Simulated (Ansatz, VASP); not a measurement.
# FeNi3: VASP beside Ansatz

INCAR

```
  PREC = Accurate
  ENCUT = 520
  EDIFF = 1E-7
  ISMEAR = -1
  SIGMA = 0.05
  LREAL = F
  LASPH = T
  NELM = 150
  ALGO = Normal
  ISIF = 2
  LWAVE = F
  LCHARG = F
  ISPIN = 2
  MAGMOM = 1 1 1 3
  LORBIT = 11
  LMAXMIX = 4
  GGA = PS
  NBANDS = 31
```

File KPOINTS:

```
regular mesh
0
Gamma
  8 8 8
```

The input POSCAR:

```
FeNi3
1.0
    3.4970887214      0.0000000000      0.0000000000
    0.0000000000      3.4970887214      0.0000000000
    0.0000000000      0.0000000000      3.4970887214
Ni Fe
3 1
Direct
    0.5000000000      0.5000000000      0.0000000000
    0.5000000000      0.0000000000      0.5000000000
    0.0000000000      0.5000000000      0.5000000000
    0.0000000000      0.0000000000      0.0000000000
```

File input.yaml:

```yaml
crystal:
  lattice:
    - [3.4970887214, 0.0, 0.0]
    - [0.0, 3.4970887214, 0.0]
    - [0.0, 0.0, 3.4970887214]
  atoms:
    - { symbol: Ni, position: [0.5, 0.5, 0.0], spin: 1.0 }
    - { symbol: Ni, position: [0.5, 0.0, 0.5], spin: 1.0 }
    - { symbol: Ni, position: [0.0, 0.5, 0.5], spin: 1.0 }
    - { symbol: Fe, position: [0.0, 0.0, 0.0], spin: 3.0 }
hamiltonian:
  xc: pbesol
  pseudopotentials: { kind: paw }
magnetization:
  spin_polarized: true
kpoints:
  mp_grid: { grid: [8, 8, 8] }
scf:
  occupations: { method: fermi_dirac, width: 0.05 }
output:
  forces: true
  stress: true
  eigenvalues: true
```

Alike in both runs: task single point; functional PBEsol; k mesh 8 × 8 × 8; occupations fermi-dirac, width 0.05 eV; collinear spin.

```csv
,VASP,Ansatz
version,VASP 6.6.1,Ansatz 0.2.0
potentials or method,"VASP PAW PBE potentials, release 64 (Ni, Fe)",Ansatz PAW
plane-wave cutoff (eV),520,420
valence electrons in the cell,38,70
```

Ansatz gave:

- gap on the k mesh at the Fermi level (eV): none
- pressure (GPa): -1.5
- net moment per atom (μB): 1.19
- size of the moment on the site where the two differ most (μB): 0.68

Question: What did VASP give for the same quantities?

Answer: gap on the k mesh at the Fermi level (eV): none; pressure (GPa): -1.7; net moment per atom (μB): 1.17; size of the moment on the site where the two differ most (μB): 0.61.

VASP's potentials were made for PBE, not for PBEsol. Site moments also hang on the region over which each program counts them. A gap of «none» marks a metal or a gap that the smearing closes. VASP's potentials hold 38 valence electrons a cell and Ansatz's 70, so a difference there can come from the potentials and not from the codes.
